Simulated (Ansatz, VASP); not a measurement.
# One calculation of Pd, two programs

POSCAR

```
Pd
1.0
    0.0000000000      2.8286138129      2.8286138129
    2.8286138129      0.0000000000      2.8286138129
    2.8286138129      2.8286138129      0.0000000000
Pd
2
Direct
    0.1250000000      0.1250000000      0.1250000000
    0.8750000000      0.8750000000      0.8750000000
```

The input INCAR.step1:

```
PREC = Accurate ; ENCUT = 520
ISMEAR = -1 ; SIGMA = 0.05
LREAL = F ; LASPH = T
NELM = 150 ; ISPIN = 2
MAGMOM = 0.52 0.52 ; LMAXMIX = 4
NBANDS = 21 ; GGA = PE
ALGO = Normal ; EDIFF = 1E-4
LWAVE = T ; LCHARG = F
```

INCAR.step2

```
PREC = Accurate ; ENCUT = 520
EDIFF = 1E-7 ; ISMEAR = -1
SIGMA = 0.05 ; LREAL = F
LASPH = T ; NELM = 150
ALGO = Normal ; ISIF = 2
LWAVE = F ; LCHARG = F
ISPIN = 2 ; MAGMOM = 0.52 0.52
LORBIT = 11 ; LMAXMIX = 4
METAGGA = R2SCAN ; LMIXTAU = T
NBANDS = 21 ; ISTART = 1
```

The input KPOINTS:

```
regular mesh
0
Gamma
  11 11 11
```

Input for Ansatz:

```yaml
crystal:
  lattice:
    - [0.0, 2.8286138129, 2.8286138129]
    - [2.8286138129, 0.0, 2.8286138129]
    - [2.8286138129, 2.8286138129, 0.0]
  atoms:
    - { symbol: Pd, position: [0.125, 0.125, 0.125], spin: 0.52 }
    - { symbol: Pd, position: [0.875, 0.875, 0.875], spin: 0.52 }
hamiltonian:
  xc: r2scan
  pseudopotentials:
    kind: paw
    azcp:
      Pd: "pseudopotentials/Pd.paw.azcp"
basis:
  ecutwfc: 500
  fft_grid_basis: typed
kpoints:
  mp_grid: { grid: [11, 11, 11], shift: [0, 0, 0] }
magnetization:
  spin_polarized: true
scf:
  occupations: { method: fermi_dirac, width: 0.05 }
  lower_state_search: "off"
output:
  stress: true
```

Alike in both runs: task single point; functional r2SCAN; k mesh 11 × 11 × 11; occupations fermi-dirac, width 0.05 eV; collinear spin.

```csv
,VASP,Ansatz
version,VASP 6.6.1,Ansatz 0.2.0
potentials or method,"VASP PAW PBE potentials, release 64 (Pd), cutoff 520 eV","plane waves (500 eV) with PAW, scalar-relativistic"
valence electrons in the cell,20,36
```

VASP gave:

- pressure (GPa): 3.5
- net moment per atom (μB): 0.54
- size of the moment on the site where the two differ most (μB): 0.53

Question: Which values does Ansatz return?

Answer: Pressure (GPa): 3.6; net moment per atom (μB): 0.52; size of the moment on the site where the two differ most (μB): 0.52.

VASP's potentials were made for PBE, not for r2SCAN. Site moments also hang on the region over which each program counts them. With one functional, cell and mesh, what is left measures potentials, basis and numerics. VASP's potentials hold 20 valence electrons a cell and Ansatz's 36, so a difference there can come from the potentials and not from the codes. Ansatz's warnings: stability check not made.
